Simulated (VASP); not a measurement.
Set up this calculation in VASP 6.6.1, as the native input.

```yaml
Task: relaxation of cell and atoms
Functional: LDA
Potentials_or_basis: VASP PAW LDA potentials, release 64 (Pt)
Cutoff: 500 eV
k_mesh: 9 × 9 × 9
Occupations: gaussian, width 0.05 eV
Spin: no spin polarisation
Dipole_correction: no
Further_INCAR_settings: ALGO = Normal; EDIFF = 1e-07; IBRION = 2; EDIFFG = -0.03; NSW = 80; ISIF = 3
```

The structure of Pt lies in POSCAR:

```
Pt
1.0
    0.0000000000      1.9600000000      1.9600000000
    1.9600000000      0.0000000000      1.9600000000
    1.9600000000      1.9600000000      0.0000000000
Pt
1
Direct
    0.0000000000      0.0000000000      0.0000000000
```

One way to write it, as run:

INCAR

```
SYSTEM = Pt
ALGO     = Normal         ! electronic algorithm
EDIFF    = 1E-7           ! SCF threshold, eV
EDIFFG   = -0.03          ! ionic threshold
ENCUT    = 500            ! plane-wave cutoff, eV
GGA      = CA             ! functional
GGA_COMPAT= .FALSE.      
IBRION   = 2              ! ionic algorithm
ISIF     = 3              ! what is computed and relaxed
ISMEAR   = 0              ! smearing method
LASPH    = .TRUE.         ! aspherical terms in the spheres
LCHARG   = .FALSE.        ! write CHGCAR
LREAL    = .FALSE.        ! projectors in reciprocal space
LWAVE    = .FALSE.        ! write WAVECAR
NELM     = 120            ! most SCF steps
NELMIN   = 4            
NSW      = 80             ! ionic steps
PREC     = Accurate       ! precision mode
SIGMA    = 0.05           ! smearing width, eV
```

KPOINTS

```
k-points
0
G
  9 9 9
  0 0 0
```

Potentials or basis: VASP PAW LDA potentials, release 64 (Pt).

The run is started by

```sh
$ cat potpaw_LDA.64/Pt/POTCAR > POTCAR
$ mpirun -np 1 vasp_std > vasp.out
```

Results of the run:

* Relaxed volume: 14.78 Å³/atom
* Relaxed cell: a = 2.755 Å, b = 2.755 Å, c = 2.755 Å, α = 60.00°, β = 60.00°, γ = 60.00°
* Space group after relaxing (to 0.1 Å): Fm-3m (No. 225)
* Energy gained by relaxing: 5.2 meV/atom
* Ionic steps: 3
* Pressure after relaxing: -0.1 GPa
* Band gap on the k mesh: zero (bands 5 and 6 overlap by 2.14 eV)

Caveat: spin-orbit coupling is left out, which moves the levels of the heavy elements.

Wall time 8 s on 1 thread of Intel(R) Xeon(R) 6975P-C (Granite Rapids), with other jobs on the host, peak memory 0.13 GiB.
